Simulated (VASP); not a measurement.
Set up this calculation in VASP 6.6.1, as the native input.

```
Task                   : single point
Functional             : PBEsol
Potentials or basis    : VASP PAW PBE potentials, release 64 (Si, Ru_pv)
Cutoff                 : 400 eV
k mesh                 : 9 × 9 × 1
Occupations            : gaussian, width 0.05 eV
Spin                   : collinear spin, ferromagnetic start
Starting moments       : [0.0, 0.0, 0.0, 0.0, 0.0, 0.0, 4.0] μB
Dipole correction      : yes
Further INCAR settings : ALGO = Normal; EDIFF = 1e-06; NBANDS = 32; NELMDL = -8
```

The structure of Si6Ru lies in POSCAR:

```
Si6Ru
1.0
    3.8417168278      0.0000000000      0.0000000000
   -1.9208584139      3.3270243670      0.0000000000
    0.0000000000      0.0000000000     26.0576844733
Si Ru
6 1
Direct
    0.3333333333      0.6666666667      0.3261993601
    0.0000000000      0.0000000000      0.3562936366
    0.0000000000      0.0000000000      0.4465764664
    0.6666666667      0.3333333333      0.4763954679
    0.6666666667      0.3333333333      0.5671949603
    0.3333333333      0.6666666667      0.5990657635
    0.3333333333      0.6666666667      0.6842848456
```

The input as run:

INCAR

```
PREC = Accurate
ENCUT = 400
EDIFF = 1E-6
ISMEAR = 0
SIGMA = 0.05
LREAL = F
LASPH = T
NELM = 200
ALGO = Normal
ISIF = 2
LWAVE = F
LCHARG = F
ISPIN = 2
MAGMOM = 0 0 0 0 0 0 4
LORBIT = 11
LMAXMIX = 4
LDIPOL = T
IDIPOL = 3
DIPOL = 0.5 0.5 0.494
GGA = PS
NBANDS = 32
GGA_COMPAT = F
NELMDL = -8
```

KPOINTS

```
regular mesh
0
Gamma
  9 9 1
```

Potentials or basis: VASP PAW PBE potentials, release 64 (Si, Ru_pv).

Run with:

```bash
$ cat potpaw_PBE.64/Si/POTCAR potpaw_PBE.64/Ru_pv/POTCAR > POTCAR
$ mpirun -np 1 vasp_std > vasp.out
```

It gave:

```
Largest force                                         : 0.814 eV/Å
Net moment                                            : 1.69 μB per cell
Site moments                                          : Si -0.01, -0.00, +0.03, -0.03 (each value once); Ru +1.58 μB
Valence electrons inside the program's atomic spheres : Si 1.65, 1.67, 1.69, 1.68 (each value once); Ru 12.39
```

Caveat: the PAW data sets were made with another functional, which shifts forces and pressure a little.

Run time: 7.7 min on 1 thread of Intel(R) Xeon(R) 6975P-C (Granite Rapids), on a shared host, peak memory 0.52 GiB.
